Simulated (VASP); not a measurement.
# Ge (Fd-3m) in VASP: further runs, part 2 of 2

VASP 6.6.1. The steps go on from the part before.

### Step 3. Single point, PBEsol

This run uses another cell than the first one, of 22.86 Å³/atom, 1.064 times its volume.

The input, INCAR:

```
SYSTEM = Ge
PREC = Accurate
ENCUT = 520
EDIFF = 1E-6
ISMEAR = -1
SIGMA = 0.05
LREAL = .False.
LASPH = .True.
NELM = 80
ALGO = Normal
ISIF = 2
LWAVE = .False.
LCHARG = .False.
GGA = PS
NBANDS = 21
```

The input, KPOINTS:

```
regular mesh
0
Gamma
  13 13 13
  0 0 0
```

The input, POSCAR:

```
Ge
1.0
    0.0000000000      2.8379511188      2.8379511188
    2.8379511188      0.0000000000      2.8379511188
    2.8379511188      2.8379511188      0.0000000000
Ge
2
Direct
   -0.1250000000     -0.1250000000     -0.1250000000
    0.1250000000      0.1250000000      0.1250000000
```

Potentials or basis: VASP PAW PBE potentials, release 64 (Ge_d).

Launch:

```sh
$ cat potpaw_PBE.64/Ge_d/POTCAR > POTCAR
$ mpirun -np 1 vasp_std > vasp.out
```

OUTCAR:

```text
SYSTEM = Ge
   PREC = Accurate
   ENCUT = 520
   EDIFF = 1E-6
   ISMEAR = -1
   LREAL = .False.
   LASPH = .True.
   NELM = 80
   ISIF = 2
   GGA = PS

 ion  position               nearest neighbor table
   1  0.875  0.875  0.875-   2 2.46   2 2.46   2 2.46   2 2.46
   2  0.125  0.125  0.125-   1 2.46   1 2.46   1 2.46   1 2.46

  LATTYP: Found a face centered cubic cell.
 ALAT       =     5.6759022376

  Lattice vectors:

 A1 = (   0.0000000000,   2.8379511188,   2.8379511188)
 A2 = (   2.8379511188,   0.0000000000,   2.8379511188)
 A3 = (   2.8379511188,   2.8379511188,   0.0000000000)

Analysis of symmetry for initial positions (statically):
=====================================================================
 Subroutine PRICEL returns:
 Original cell was already a primitive cell.

 Routine SETGRP: Setting up the symmetry group for a
 face centered cubic supercell.

 Subroutine GETGRP returns: Found 48 space group operations
 (whereof 12 operations were pure point group operations)
 out of a pool of 48 trial point group operations.

The static configuration has the point symmetry D_3d.
 The point group associated with its full space group is O_h .

Analysis of symmetry for dynamics (positions and initial velocities):
=====================================================================
 Subroutine PRICEL returns:
 Original cell was already a primitive cell.

 Routine SETGRP: Setting up the symmetry group for a
 face centered cubic supercell.

 Subroutine GETGRP returns: Found 48 space group operations
 (whereof 12 operations were pure point group operations)
 out of a pool of 48 trial point group operations.

The dynamic configuration has the point symmetry D_3d.
 The point group associated with its full space group is O_h .

 Subroutine INISYM returns: Found 48 space group operations
 (whereof 12 operations are pure point group operations),
 and found     1 'primitive' translations

----------------------------------------------------------------------------------------

                                     Primitive cell

  volume of cell :      45.7135

  direct lattice vectors                    reciprocal lattice vectors
     0.000000000  2.837951119  2.837951119    -0.176183443  0.176183443  0.176183443
     2.837951119  0.000000000  2.837951119     0.176183443 -0.176183443  0.176183443
     2.837951119  2.837951119  0.000000000     0.176183443  0.176183443 -0.176183443

  length of vectors
     4.013468962  4.013468962  4.013468962     0.305158675  0.305158675  0.305158675

  position of ions in fractional coordinates (direct lattice)
     0.875000000  0.875000000  0.875000000
     0.125000000  0.125000000  0.125000000

  ion indices of the primitive-cell ions
   primitive index   ion index
                 1           1
                 2           2

----------------------------------------------------------------------------------------

 KPOINTS: regular mesh

Automatic generation of k-mesh.
 Grid dimensions read from file:
 generate k-points for:   13   13   13

 Generating k-lattice:

  Cartesian coordinates                     Fractional coordinates (reciprocal lattice)
    -0.013552573  0.013552573  0.013552573     0.076923077  0.000000000  0.000000000
     0.013552573 -0.013552573  0.013552573     0.000000000  0.076923077  0.000000000
     0.013552573  0.013552573 -0.013552573     0.000000000  0.000000000  0.076923077

  Length of vectors
     0.023473744  0.023473744  0.023473744

  Shift w.r.t. Gamma in fractional coordinates (k-lattice)
     0.000000000  0.000000000  0.000000000

 Subroutine IBZKPT returns following result:
 ===========================================

 Found     84 irreducible k-points:

 Following reciprocal coordinates:
            Coordinates               Weight
  0.000000  0.000000  0.000000      1.000000
  0.076923  0.000000  0.000000      8.000000
  0.153846  0.000000  0.000000      8.000000
  0.230769  0.000000  0.000000      8.000000
  0.307692  0.000000  0.000000      8.000000
  0.384615  0.000000  0.000000      8.000000
[... 16 lines left out ...]
  0.384615  0.153846  0.000000     24.000000
  0.461538  0.153846  0.000000     24.000000
 [... further k-points ...]
   k-points           NKPTS =     84   k-points in BZ     NKDIM =     84   number of bands    NBANDS=     21
   number of dos      NEDOS =    301   number of ions     NIONS =      2
   total plane-waves  NPLWV =  27000
   dimension x,y,z NGX =    30 NGY =   30 NGZ =   30
   dimension x,y,z NGXF=    60 NGYF=   60 NGZF=   60
   ions per type =               2
   NGX,Y,Z   is equivalent  to a cutoff of  12.43, 12.43, 12.43 a.u.
   NGXF,Y,Z  is equivalent  to a cutoff of  24.85, 24.85, 24.85 a.u.
 SYSTEM =  Ge
   PREC   = accura    normal or accurate (medium, high low for compatibility)
   ISTART =      0    job   : 0-new  1-cont  2-samecut
   ICHARG =      2    charge: 1-file 2-atom 10-const
   ISPIN  =      1    spin polarized calculation?
   LNONCOLLINEAR =      F non collinear calculations
   LSORBIT =      F    spin-orbit coupling
   LASPH  =      T    aspherical Exc in radial PAW
   ENCUT  =  520.0 eV  38.22 Ry    6.18 a.u.   7.46  7.46  7.46*2*pi/ulx,y,z
   NELM   =     80;   NELMIN=  2; NELMDL= -5     # of ELM steps
   EDIFF  = 0.1E-05   stopping-criterion for ELM
   LREAL  =      F    real-space projection
   EDIFFG = 0.1E-04   stopping-criterion for IOM
   NSW    =      0    number of steps for IOM
   IBRION =     -1    ionic relax: 0-MD 1-quasi-New 2-CG
   NFREE  =      0    steps in history (QN), initial steepest desc. (CG)
   ISIF   =      2    stress and relaxation
   ISYM   =      2    0-nonsym 1-usesym 2-fastsym
   POTIM  = 0.5000    time-step for ionic-motion
   TEBEG  =    0.0;   TEEND  =   0.0 temperature during run
   PSTRESS=    0.0 pullay stress
   NELECT =      28.0000    total number of electrons
   NUPDOWN=      -1.0000    fix difference up-down
   EMIN   =  10.00;   EMAX   =-10.00  energy-range for DOS
   EFERMI =   0.00;   METHOD = LEGACY
   ISMEAR =    -1;   SIGMA  =   0.05  broadening in eV -4-tet -1-fermi 0-gaus
   EFERMI_NEDOS =   21; number of points for ismear=-14 and -15
   IALGO  =     38    algorithm
   IMIX   =      4    mixing-type and parameters
     AMIX     =   0.40;   BMIX     =  1.00
     AMIX_MAG =   1.60;   BMIX_MAG =  1.00
  volume/ion in A,a.u.               =      22.86       154.25
  Fermi-wavevector in a.u.,A,eV,Ry     =   1.390313  2.627311 26.299659  1.932970
  Thomas-Fermi vector in A             =   2.514260
   LORBIT       =      0    0 simple, 1 ext, 2 COOP (PROOUT), +10 PAW based schemes
   GGA     = PS    functional components
   LHFCALC =     F    Hartree Fock is set to
   AEXX    =    0.0000 exact exchange contribution
   IVDW    =     0    specifies the selected vdW correction
   LEPSILON=     F    determine dielectric tensor
   LRPA    =     F    only Hartree local field effects (RPA)
 non-spin polarized calculation
  energy-cutoff  :      520.00
  volume of cell :       45.71
 maximum number of plane-waves:      1252
 NGX is ok and might be reduce to    30
   NGX = 15   NGY = 15   NGZ = 15

 number of electron      27.9999978 magnetization

 Free energy of the ion-electron system (eV)
  ---------------------------------------------------
  ext. energy  EPLUGINS =         0.00000000
  ---------------------------------------------------
  free energy    TOTEN  =        -9.87433852 eV

  energy without entropy =       -9.87382031  energy(sigma->0) =       -9.87407941

 E-fermi :   4.7879     XC(G=0): -10.0836

 val. band max:        4.7683268360   @ k =   0.0000   0.0000   0.0000
 cond. band min:       4.8744321152   @ k =   0.4615   0.0000   0.0000
 fundamental gap:      0.1061052793
 Fermi energy:         4.7879377627

 k-point     1 :       0.0000    0.0000    0.0000
  band No.  band energies     occupation
      1     -19.9803      2.00000
      2     -19.9803      2.00000
      3     -19.9803      2.00000
      4     -19.9445      2.00000
      5     -19.9445      2.00000
      6     -19.7375      2.00000
[... 13 lines left out ...]
     20      14.2230      0.00000
     21      14.2230      0.00000

 k-point     2 :       0.0769    0.0000    0.0000
  band No.  band energies     occupation
      1     -19.9840      2.00000
      2     -19.9840      2.00000
      3     -19.9794      2.00000
      4     -19.9396      2.00000
      5     -19.9396      2.00000
      6     -19.7435      2.00000
[... 520 lines left out ...]
 k-point    24 :       0.4615    0.1538    0.0000
  band No.  band energies     occupation
      1     -20.0182      2.00000
      2     -20.0059      2.00000
      3     -19.9516      2.00000
      4     -19.8956      2.00000
      5     -19.8830      2.00000
      6     -19.8067      2.00000
[... 13 lines left out ...]
     20      15.6782      0.00000
     21      16.2121      0.00000

 [... further k-points ...]
[... 5 lines left out ...]
  --------------------------------------------------------------------------------------
  -------------------------------------------------------------------------------------
  Total       -0.1060361     -0.1060361     -0.1060361     -0.0000000     -0.0000000      0.0000000
  in kB       -3.7163740     -3.7163740     -3.7163740     -0.0000000     -0.0000000      0.0000000
  external PRESSURE =      -3.7163740 kB  Pullay stress =       0.0000000 kB

 VOLUME and BASIS-vectors are now :
 -----------------------------------------------------------------------------
  energy-cutoff  :      520.00
  volume of cell :       45.71
      direct lattice vectors                 reciprocal lattice vectors
     0.000000000  2.837951119  2.837951119    -0.176183443  0.176183443  0.176183443
     2.837951119  0.000000000  2.837951119     0.176183443 -0.176183443  0.176183443
     2.837951119  2.837951119  0.000000000     0.176183443  0.176183443 -0.176183443

 POSITION                                       TOTAL-FORCE (eV/Angst)
 -----------------------------------------------------------------------------------
      4.96641      4.96641      4.96641        -0.000000      0.000000      0.000000
      0.70949      0.70949      0.70949         0.000000     -0.000000     -0.000000
 -----------------------------------------------------------------------------------
    total drift:                               -0.000000      0.000000      0.000000

  FREE ENERGIE OF THE ION-ELECTRON SYSTEM (eV)
  ---------------------------------------------------
  free  energy   TOTEN  =        -9.8743385168 eV

  energy  without entropy=       -9.8738203055  energy(sigma->0) =       -9.87407941
```

Run time: 98 s. Hardware: 1 thread of Intel Xeon Platinum 8259CL at 2.50GHz (Skylake/Cascade Lake), shared host; peak memory 0.2 GiB.

What came out:

```
Free energy            : -9.8743 eV
Pressure               : -0.4 GPa
Band gap on the k mesh : zero (filled and empty bands touch)
```

Caveat: the PAW data sets were made with another functional, which shifts forces and pressure a little.
